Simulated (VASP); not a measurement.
KCl, 2 atoms in the cell. Symmetry: P4/mmm, No. 123, tetragonal system. Conventional cell: a = 3.707 Å, b = 3.707 Å, c = 3.634 Å, α = 90.00°, β = 90.00°, γ = 90.00°. Within 4.2 Å of K (site symmetry 4/mmm) lie 8 Cl at 3.19 Å and 6 K at 3.63 to 3.71 Å. Cl (site symmetry 4/mmm) has 8 K at 3.19 Å and 6 Cl at 3.63 to 3.71 Å within 4.2 Å.  This cell differs from its parent crystal: equal xx and yy strain of +2 %.

```yaml
Program: VASP 6.6.1
Task: electric field gradients
Functional: PBE
Potentials_or_basis: VASP PAW PBE potentials, release 64 (K_sv, Cl)
Cutoff: 520 eV
k_mesh: 7 × 7 × 7
Occupations: fermi-dirac, width 0.02 eV
Spin: no spin polarisation
Dipole_correction: no
Further_INCAR_settings: ALGO = Normal; EDIFF = 1e-08; NBANDS = 15
```

Potentials or basis: VASP PAW PBE potentials, release 64 (K_sv, Cl).

Launch:

```sh
$ cat potpaw_PBE.64/K_sv/POTCAR potpaw_PBE.64/Cl/POTCAR > POTCAR
$ mpirun -np 1 vasp_std > vasp.out
```

Hardware: 1 thread of Intel(R) Xeon(R) Platinum 8488C (Sapphire Rapids) (shared host).

Task: Estimate the wall time of this run.

Result: Wall time 20 s on 1 thread of Intel(R) Xeon(R) Platinum 8488C (Sapphire Rapids), on a shared host, peak memory 0.16 GiB. Counts: scf iterations 17, k points 40.
